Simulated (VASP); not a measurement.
# FeNi3 (Awaruite) (Pm-3m) in VASP: further runs, part 2 of 2

VASP 6.6.1. The steps go on from the part before.

## 5. Single point, PBEsol, collinear spin, ferromagnetic start

This run uses another cell than the first one, of 10.47 Å³/atom, 0.887 times its volume.

Contents of INCAR:

```
  PREC = Accurate
  ENCUT = 520
  EDIFF = 1E-6
  ISMEAR = -1
  SIGMA = 0.05
  LREAL = F
  LASPH = T
  NELM = 150
  ALGO = Normal
  ISIF = 2
  LWAVE = F
  LCHARG = F
  ISPIN = 2
  MAGMOM = 1 1 1 3
  LORBIT = 11
  LMAXMIX = 4
  GGA = PS
  NBANDS = 31
```

Contents of KPOINTS:

```
Automatic mesh
0
Gamma
  8 8 8
```

Contents of POSCAR:

```
FeNi3
1.0
    3.4726327554      0.0000000000      0.0000000000
    0.0000000000      3.4726327554      0.0000000000
    0.0000000000      0.0000000000      3.4726327554
Ni Fe
3 1
Direct
    0.5000000000      0.5000000000      0.0000000000
    0.5000000000      0.0000000000      0.5000000000
    0.0000000000      0.5000000000      0.5000000000
    0.0000000000      0.0000000000      0.0000000000
```

Potentials or basis: VASP PAW PBE potentials, release 64 (Ni, Fe).

The run is started by

```bash
cat potpaw_PBE.64/Ni/POTCAR potpaw_PBE.64/Fe/POTCAR > POTCAR
mpirun -np 1 vasp_std > vasp.out
```

OUTCAR:

```text
PREC = Accurate
   ENCUT = 520
   EDIFF = 1E-6
   ISMEAR = -1
   LREAL = F
   LASPH = T
   NELM = 150
   ISIF = 2
   ISPIN = 2
   LORBIT = 11
   GGA = PS

 ion  position               nearest neighbor table
   1  0.500  0.500  0.000-   2 2.46   3 2.46   4 2.46   2 2.46   3 2.46   2 2.46   4 2.46   2 2.46
                             3 2.46   4 2.46   3 2.46   4 2.46
   2  0.500  0.000  0.500-   1 2.46   3 2.46   4 2.46   1 2.46   4 2.46   1 2.46   3 2.46   1 2.46
                             3 2.46   4 2.46   4 2.46   3 2.46
   3  0.000  0.500  0.500-   1 2.46   2 2.46   4 2.46   1 2.46   4 2.46   2 2.46   4 2.46   4 2.46
                             1 2.46   2 2.46   1 2.46   2 2.46
   4  0.000  0.000  0.000-   1 2.46   2 2.46   3 2.46   2 2.46   3 2.46   1 2.46   3 2.46   3 2.46
[... 1868 lines left out ...]

 POSITION                                       TOTAL-FORCE (eV/Angst)
 -----------------------------------------------------------------------------------
      1.73632      1.73632      0.00000         0.000000      0.000000      0.000000
      1.73632      0.00000      1.73632         0.000000      0.000000      0.000000
      0.00000      1.73632      1.73632         0.000000      0.000000      0.000000
      0.00000      0.00000      0.00000         0.000000      0.000000      0.000000
 -----------------------------------------------------------------------------------
    total drift:                                0.000000      0.000000      0.000000

  FREE ENERGIE OF THE ION-ELECTRON SYSTEM (eV)
  ---------------------------------------------------
  free  energy   TOTEN  =       -27.6464839345 eV

  energy  without entropy=      -27.6201191027  energy(sigma->0) =      -27.63330152

 total charge

# of ion       s       p       d       tot
------------------------------------------
    1        0.533   0.572   8.352   9.456
    2        0.533   0.572   8.352   9.456
    3        0.533   0.572   8.352   9.456
    4        0.501   0.558   6.164   7.222
--------------------------------------------------
tot          2.101   2.272  31.219  35.592

 magnetization (x)

# of ion       s       p       d       tot
------------------------------------------
    1       -0.015  -0.042   0.661   0.603
    2       -0.015  -0.042   0.661   0.603
    3       -0.015  -0.042   0.661   0.603
    4        0.009   0.002   2.801   2.812
--------------------------------------------------
tot         -0.037  -0.124   4.783   4.622
```

It took 1.8 min on 1 thread of Oxide Virtual Turin-like, shared host; peak memory 0.18 GiB.

What came out:

- Free energy: -27.6465 eV
- Pressure: 3.0 GPa
- Net moment: 4.63 μB per cell
- Site moments: Ni +0.60; Fe +2.81 μB
- Valence electrons inside the program's atomic spheres: Ni 9.46; Fe 7.22

Levels at points of the mesh, in eV from the Fermi level:
Spin up:
| k point | band 19 | band 20 | band 21 | band 22 | band 23 | band 24 |
| --- | --- | --- | --- | --- | --- | --- |
| (0.00, 0.00, 0.00) | -0.57 | -0.57 | -0.57 | 2.25 | 2.25 | 2.25 |
| (0.50, 0.00, 0.00) | -1.36 | -1.07 | -0.61 | -0.57 | 7.83 | 7.83 |
| (0.50, 0.50, 0.00) | -1.56 | -1.55 | 0.86 | 0.86 | 0.95 | 0.98 |
| (0.50, 0.50, 0.50) | -0.76 | -0.76 | -0.64 | -0.64 | -0.64 | -0.55 |
Spin down:
| k point | band 14 | band 15 | band 16 | band 17 | band 18 | band 19 | band 20 | band 21 |
| --- | --- | --- | --- | --- | --- | --- | --- | --- |
| (0.00, 0.00, 0.00) | 0.27 | 0.27 | 0.27 | 1.01 | 1.01 | 1.34 | 1.34 | 1.34 |
| (0.50, 0.00, 0.00) | -1.06 | -0.94 | -0.43 | -0.19 | -0.19 | 0.27 | 0.45 | 0.59 |
| (0.50, 0.50, 0.00) | -1.32 | -1.32 | -0.88 | -0.77 | 0.13 | 0.13 | 0.31 | 1.50 |
| (0.50, 0.50, 0.50) | -0.53 | -0.53 | -0.53 | 0.04 | 0.04 | 0.04 | 0.84 | 0.84 |

Caveat: the PAW data sets were made with another functional, which shifts forces and pressure a little.

## 6. Single point, PBEsol, collinear spin, ferromagnetic start

This run uses another cell than the first one, of 10.69 Å³/atom, 0.906 times its volume.

Edit INCAR of step 5 so:

```diff
@@ -2,3 +2,3 @@
   ENCUT = 520
-  EDIFF = 1E-6
+  EDIFF = 1E-7
   ISMEAR = -1
```

Contents of KPOINTS:

```
regular mesh
0
Gamma
  8 8 8
```

Contents of POSCAR:

```
FeNi3
1.0
    3.4970887214      0.0000000000      0.0000000000
    0.0000000000      3.4970887214      0.0000000000
    0.0000000000      0.0000000000      3.4970887214
Ni Fe
3 1
Direct
    0.5000000000      0.5000000000      0.0000000000
    0.5000000000      0.0000000000      0.5000000000
    0.0000000000      0.5000000000      0.5000000000
    0.0000000000      0.0000000000      0.0000000000
```

Potentials or basis: VASP PAW PBE potentials, release 64 (Ni, Fe).

The run is started by

```bash
cat potpaw_PBE.64/Ni/POTCAR potpaw_PBE.64/Fe/POTCAR > POTCAR
mpirun -np 1 vasp_std > vasp.out
```

It took 2.2 min on 1 thread of Oxide Virtual Turin-like, shared host; peak memory 0.18 GiB.

It converged, with:

```yaml
Free_energy: -27.6499 eV
Pressure: -1.7 GPa
Net_moment: 4.69 μB per cell
Site_moments: Ni +0.61; Fe +2.84 μB
Valence_electrons_inside_the_program's_atomic_spheres: Ni 9.41; Fe 7.17
```

Levels at points of the mesh, in eV from the Fermi level:
Spin up:
```
           k point  band 17  band 18  band 19  band 20  band 21  band 22  band 23  band 24  band 25  band 26
(0.00, 0.00, 0.00)    -0.64    -0.64    -0.58    -0.58    -0.58     2.23     2.23     2.23     9.20     9.20
(0.50, 0.00, 0.00)    -1.63    -1.57    -1.37    -1.06    -0.64    -0.58     7.70     7.70     7.72     7.72
(0.50, 0.50, 0.00)    -1.70    -1.70    -1.53    -1.52     0.82     0.82     0.89     0.91    11.44    11.54
(0.50, 0.50, 0.50)    -0.78    -0.77    -0.77    -0.77    -0.61    -0.61    -0.61    -0.50     5.71     5.71
```
Spin down:
| k point | band 14 | band 15 | band 16 | band 17 | band 18 | band 19 | band 20 | band 21 |
| --- | --- | --- | --- | --- | --- | --- | --- | --- |
| (0.00, 0.00, 0.00) | 0.27 | 0.27 | 0.27 | 1.00 | 1.00 | 1.32 | 1.32 | 1.32 |
| (0.50, 0.00, 0.00) | -1.02 | -0.90 | -0.41 | -0.16 | -0.16 | 0.27 | 0.46 | 0.59 |
| (0.50, 0.50, 0.00) | -1.27 | -1.27 | -0.85 | -0.74 | 0.15 | 0.15 | 0.33 | 1.47 |
| (0.50, 0.50, 0.50) | -0.51 | -0.51 | -0.51 | 0.05 | 0.05 | 0.05 | 0.83 | 0.83 |

Caveat: the PAW data sets were made with another functional, which shifts forces and pressure a little.

## 7. Summary

```csv
level,potentials or basis,cell,gap on the mesh (eV),pressure (GPa),moment (μB)
PBE,"VASP PAW PBE potentials, release 64 (Ni, Fe)","a = 3.615 Å, 4 atoms",none,-9.7,4.95
PBEsol,"VASP PAW PBE potentials, release 64 (Ni, Fe)","a = 3.545 Å, 4 atoms",none,-9.4,4.80
LDA,"VASP PAW LDA potentials, release 64 (Ni, Fe)","a = 3.545 Å, 4 atoms",none,-17.3,4.58
PBEsol,"VASP PAW PBE potentials, release 64 (Ni, Fe)","a = 3.473 Å, 4 atoms",none,3.0,4.63
PBEsol,"VASP PAW PBE potentials, release 64 (Ni, Fe)","a = 3.497 Å, 4 atoms",none,-1.7,4.69
```

Alike in all rows: task single point; spin collinear, ferromagnetic start; k mesh 8 × 8 × 8; cutoff (eV) 520; smearing fermi-dirac 0.05 eV.

Caveats: the PAW data sets were made with another functional, which shifts forces and pressure a little (some runs).

Absolute energies hang on the potentials; compare differences alone.
